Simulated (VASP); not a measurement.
HfO2 (rutile type), 6 atoms in the cell. It takes space group P4_2/mnm (No. 136, tetragonal). Conventional cell: a = 4.763 Å, b = 4.763 Å, c = 3.196 Å, α = 90.00°, β = 90.00°, γ = 90.00°. Hf (site symmetry mmm) has 6 O at 2.05 to 2.07 Å within 2.7 Å. O (site symmetry m2m) has 3 Hf at 2.05 to 2.07 Å and 1 O at 2.63 Å within 2.7 Å. 

| Property | Result |
| --- | --- |
| Program | VASP 6.6.1 |
| Task | single point |
| Functional | PBE |
| Potentials or basis | VASP PAW PBE potentials, release 64 (Hf_pv, O) |
| Cutoff | 520 eV |
| k mesh | 7 × 7 × 11 |
| Occupations | fermi-dirac, width 0.1 eV |
| Spin | no spin polarisation |
| Dipole correction | no |
| Further INCAR settings | ALGO = Normal; EDIFF = 1e-07; NBANDS = 31 |

Potentials or basis: VASP PAW PBE potentials, release 64 (Hf_pv, O).

Run with:

```console
$ cat potpaw_PBE.64/Hf_pv/POTCAR potpaw_PBE.64/O/POTCAR > POTCAR
$ mpirun -np 1 vasp_std > vasp.out
```

Hardware: 1 thread of Intel(R) Xeon(R) 6975P-C (Granite Rapids), on a shared host.

Question: How long does it take, and how much memory?

Answer: Run time: 39 s on 1 thread of Intel(R) Xeon(R) 6975P-C (Granite Rapids), on a shared host, peak memory 0.25 GiB. Counts: scf iterations 14, k points 60.
